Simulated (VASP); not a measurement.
# PbSe (Fm-3m) in VASP: a series of runs

The runs below take PbSe through single point, with PBEsol+D3(BJ), revPBE+D4.

Everything below comes from runs of VASP 6.6.1. Logs are shortened: lines on timing, memory, paths and dates and some standing lists are left out, and cuts for length are marked.

### Step 1. The cell of the first run

It takes space group Fm-3m (No. 225, cubic). Conventional cell: a = 6.022 Å, b = 6.022 Å, c = 6.022 Å, α = 90.00°, β = 90.00°, γ = 90.00°. Pb (site symmetry m-3m) has 6 Se at 3.01 Å within 4.0 Å. Se (site symmetry m-3m) has 6 Pb at 3.01 Å within 4.0 Å.

### Step 2. Single point, PBEsol+D3(BJ)

Input file INCAR:

```
SYSTEM = PbSe
PREC = Accurate
ENCUT = 500
EDIFF = 1E-6
ISMEAR = 0
SIGMA = 0.05
LREAL = .False.
LASPH = .True.
NELM = 120
ALGO = Normal
ISIF = 2
LWAVE = .False.
LCHARG = .True.
GGA = PS
IVDW = 12
LELF = .True.
LVHAR = .True.
NBANDS = 17
GGA_COMPAT = .False.
```

Input file KPOINTS:

```
regular mesh
0
Gamma
  6 6 6
  0 0 0
```

Input file POSCAR:

```
PbSe
1.0
    0.0000000000      3.0108747684      3.0108747684
    3.0108747684      0.0000000000      3.0108747684
    3.0108747684      3.0108747684      0.0000000000
Pb Se
1 1
Direct
    0.5000000000      0.5000000000      0.5000000000
    0.0000000000      0.0000000000      0.0000000000
```

Potentials or basis: VASP PAW PBE potentials, release 64 (Pb_d, Se).

Started as:

```
cat potpaw_PBE.64/Pb_d/POTCAR potpaw_PBE.64/Se/POTCAR > POTCAR
mpirun -np 1 vasp_std > vasp.out
```

OUTCAR:

```text
SYSTEM = PbSe
   PREC = Accurate
   ENCUT = 500
   EDIFF = 1E-6
   ISMEAR = 0
   LREAL = .False.
   LASPH = .True.
   NELM = 120
   ISIF = 2
   GGA = PS
   IVDW = 12
 IVDW          = 12

 ion  position               nearest neighbor table
   1  0.500  0.500  0.500-   2 3.01   2 3.01   2 3.01   2 3.01   2 3.01   2 3.01
   2  0.000  0.000  0.000-   1 3.01   1 3.01   1 3.01   1 3.01   1 3.01   1 3.01

  LATTYP: Found a face centered cubic cell.
 ALAT       =     6.0217495368

  Lattice vectors:

 A1 = (   0.0000000000,   3.0108747684,   3.0108747684)
 A2 = (   3.0108747684,   0.0000000000,   3.0108747684)
 A3 = (   3.0108747684,   3.0108747684,   0.0000000000)

Analysis of symmetry for initial positions (statically):
=====================================================================
 Subroutine PRICEL returns:
 Original cell was already a primitive cell.

 Routine SETGRP: Setting up the symmetry group for a
 face centered cubic supercell.

 Subroutine GETGRP returns: Found 48 space group operations
 (whereof 48 operations were pure point group operations)
 out of a pool of 48 trial point group operations.

The static configuration has the point symmetry O_h .

Analysis of symmetry for dynamics (positions and initial velocities):
=====================================================================
 Subroutine PRICEL returns:
 Original cell was already a primitive cell.

 Routine SETGRP: Setting up the symmetry group for a
 face centered cubic supercell.

 Subroutine GETGRP returns: Found 48 space group operations
 (whereof 48 operations were pure point group operations)
 out of a pool of 48 trial point group operations.

The dynamic configuration has the point symmetry O_h .

 Subroutine INISYM returns: Found 48 space group operations
 (whereof 48 operations are pure point group operations),
 and found     1 'primitive' translations

----------------------------------------------------------------------------------------

                                     Primitive cell

  volume of cell :      54.5894

  direct lattice vectors                    reciprocal lattice vectors
     0.000000000  3.010874768  3.010874768    -0.166064695  0.166064695  0.166064695
     3.010874768  0.000000000  3.010874768     0.166064695 -0.166064695  0.166064695
     3.010874768  3.010874768  0.000000000     0.166064695  0.166064695 -0.166064695

  length of vectors
     4.258019932  4.258019932  4.258019932     0.287632489  0.287632489  0.287632489

[... 69 lines left out ...]
   ENCUT  =  500.0 eV  36.75 Ry    6.06 a.u.   7.76  7.76  7.76*2*pi/ulx,y,z
   NELM   =    120;   NELMIN=  2; NELMDL= -5     # of ELM steps
   EDIFF  = 0.1E-05   stopping-criterion for ELM
   LREAL  =      F    real-space projection
   EDIFFG = 0.1E-04   stopping-criterion for IOM
   NSW    =      0    number of steps for IOM
   IBRION =     -1    ionic relax: 0-MD 1-quasi-New 2-CG
   NFREE  =      0    steps in history (QN), initial steepest desc. (CG)
   ISIF   =      2    stress and relaxation
   ISYM   =      2    0-nonsym 1-usesym 2-fastsym
   POTIM  = 0.5000    time-step for ionic-motion
   TEBEG  =    0.0;   TEEND  =   0.0 temperature during run
   PSTRESS=    0.0 pullay stress
   NELECT =      20.0000    total number of electrons
   NUPDOWN=      -1.0000    fix difference up-down
   EMIN   =  10.00;   EMAX   =-10.00  energy-range for DOS
   EFERMI =   0.00;   METHOD = LEGACY
   ISMEAR =     0;   SIGMA  =   0.05  broadening in eV -4-tet -1-fermi 0-gaus
   EFERMI_NEDOS =   21; number of points for ismear=-14 and -15
   IALGO  =     38    algorithm
   IMIX   =      4    mixing-type and parameters
     AMIX     =   0.40;   BMIX     =  1.00
     AMIX_MAG =   1.60;   BMIX_MAG =  1.00
  volume/ion in A,a.u.               =      27.29       184.19
  Fermi-wavevector in a.u.,A,eV,Ry     =   1.171428  2.213677 18.670496  1.372243
  Thomas-Fermi vector in A             =   2.307872
   LORBIT       =      0    0 simple, 1 ext, 2 COOP (PROOUT), +10 PAW based schemes
   GGA     = PS    functional components
   LHFCALC =     F    Hartree Fock is set to
   AEXX    =    0.0000 exact exchange contribution
   IVDW    =    12    specifies the selected vdW correction
   LEPSILON=     F    determine dielectric tensor
   LRPA    =     F    only Hartree local field effects (RPA)
 non-spin polarized calculation
 Gauss-broadening in eV      SIGMA  =   0.05
  energy-cutoff  :      500.00
  volume of cell :       54.59
 maximum number of plane-waves:      1411
   NGX = 15   NGY = 15   NGZ = 15

 number of electron      20.0000004 magnetization

 Free energy of the ion-electron system (eV)
  ---------------------------------------------------
  ext. energy  EPLUGINS =         0.00000000
  ---------------------------------------------------
  free energy    TOTEN  =        -8.90590238 eV

  energy without entropy =       -8.90494539  energy(sigma->0) =       -8.90542389

 E-fermi :   5.5916     XC(G=0):  -9.9500

 val. band max:        5.5767848245   @ k =   0.5000   0.0000   0.0000
 cond. band min:       5.6064139717   @ k =   0.5000   0.0000   0.0000
 fundamental gap:      0.0296291472
 Fermi energy:         5.5915993980

 k-point     1 :       0.0000    0.0000    0.0000
  band No.  band energies     occupation
      1     -11.3064      2.00000
      2     -11.3064      2.00000
      3     -11.3049      2.00000
      4     -11.3049      2.00000
      5     -11.3049      2.00000
      6      -8.5138      2.00000
[... 297 lines left out ...]
      4     -11.2699      2.00000
      5     -11.2491      2.00000
      6      -6.8355      2.00000
[... 9 lines left out ...]
     16      17.3734      0.00000
     17      18.2094      0.00000

------------------------ aborting loop because EDIFF is reached ----------------------------------------

 Edisp (eV)   -0.75272

 E8    (eV) :    -0.5188

  FORCE on cell =-STRESS in cart. coord.  units (eV):
  Direction    XX          YY          ZZ          XY          YZ          ZX
  --------------------------------------------------------------------------------------
  -------------------------------------------------------------------------------------
  Total      -0.03695    -0.03695    -0.03695     0.00000    -0.00000     0.00000
  in kB      -1.08449    -1.08449    -1.08449     0.00000    -0.00000     0.00000
  external pressure =       -1.08 kB  Pullay stress =        0.00 kB

 VOLUME and BASIS-vectors are now :
 -----------------------------------------------------------------------------
  energy-cutoff  :      500.00
  volume of cell :       54.59
      direct lattice vectors                 reciprocal lattice vectors
     0.000000000  3.010874768  3.010874768    -0.166064695  0.166064695  0.166064695
     3.010874768  0.000000000  3.010874768     0.166064695 -0.166064695  0.166064695
     3.010874768  3.010874768  0.000000000     0.166064695  0.166064695 -0.166064695

 POSITION                                       TOTAL-FORCE (eV/Angst)
 -----------------------------------------------------------------------------------
      3.01087      3.01087      3.01087        -0.000000     -0.000000      0.000000
      0.00000      0.00000      0.00000         0.000000      0.000000     -0.000000
 -----------------------------------------------------------------------------------
    total drift:                               -0.000000     -0.000000      0.000000

  FREE ENERGIE OF THE ION-ELECTRON SYSTEM (eV)
  ---------------------------------------------------
  free  energy   TOTEN  =        -9.6586206546 eV

  energy  without entropy=       -9.6576636695  energy(sigma->0) =       -9.65814216
```

OSZICAR:

```text
N       E                     dE             d eps       ncg     rms          rms(c)
DAV:   1     0.150277880001E+03    0.15028E+03   -0.96183E+03   544   0.122E+03
DAV:   2     0.116618773078E+01   -0.14911E+03   -0.14445E+03   585   0.307E+02
DAV:   3    -0.891994307911E+01   -0.10086E+02   -0.10029E+02   686   0.826E+01
DAV:   4    -0.913546569797E+01   -0.21552E+00   -0.21542E+00   684   0.138E+01
DAV:   5    -0.914225213337E+01   -0.67864E-02   -0.67863E-02   732   0.243E+00    0.279E+00
DAV:   6    -0.891309150471E+01    0.22916E+00   -0.54639E-01   839   0.570E+00    0.165E+00
DAV:   7    -0.890577634388E+01    0.73152E-02   -0.91023E-02   666   0.158E+00    0.865E-01
DAV:   8    -0.890629287699E+01   -0.51653E-03   -0.98662E-03   704   0.105E+00    0.138E-01
DAV:   9    -0.890590155694E+01    0.39132E-03   -0.26729E-03   816   0.463E-01    0.404E-02
DAV:  10    -0.890589988299E+01    0.16739E-05   -0.20845E-04   694   0.102E-01    0.124E-02
DAV:  11    -0.890590238543E+01   -0.25024E-05   -0.19210E-05   743   0.338E-02    0.460E-03
DAV:  12    -0.890590237896E+01    0.64788E-08   -0.11830E-06   435   0.157E-02
   1 F= -.96586207E+01 E0= -.96581422E+01  d E =-.956985E-03
```

stdout:

```text
POSCAR found type information on POSCAR PbSe
 POSCAR found :  2 types and       2 ions
 scaLAPACK will be used
 -----------------------------------------------------------------------------
|                                                                             |
|                                                                             |
|     You enforced a specific xc type in the INCAR file but a different       |
|     I HOPE YOU KNOW WHAT YOU ARE DOING!                                     |
|                                                                             |
 -----------------------------------------------------------------------------

 LDA part: xc-table for (Slater+PW92), standard interpolation
 POSCAR, INCAR and KPOINTS ok, starting setup
 FFT: planning ... GRIDC
 FFT: planning ... GRID_SOFT
 FFT: planning ... GRID
 WAVECAR not read
 entering main loop
```

Wall time 24 s (1 thread of Intel Xeon 8259CL, shared host); peak memory 0.18 GiB.

Results:

| Item | Value |
| --- | --- |
| Free energy | -9.6586 eV |
| Pressure | -0.1 GPa |
| Band gap on the k mesh | 0.03 eV, direct |
| Dispersion energy per atom | -0.376 eV |

Levels at points of the mesh, in eV from the valence-band top:
```csv
k point,band 7,band 8,band 9,band 10,band 11,band 12,band 13,band 14
"(0.00, 0.00, 0.00)",-6.30,-2.15,-2.15,-2.15,4.74,4.74,4.74,6.29
"(0.50, 0.00, 0.00)",-9.18,-1.70,-1.70,0.00,0.03,1.49,1.49,8.42
"(0.50, 0.50, 0.00)",-7.54,-5.49,-3.61,-3.61,3.32,5.73,5.73,6.17
```

Caveat: the PAW data sets were made with another functional, which shifts forces and pressure a little; spin-orbit coupling is left out, which moves the levels of the heavy elements.

(Part 1 of 2 ends here.)
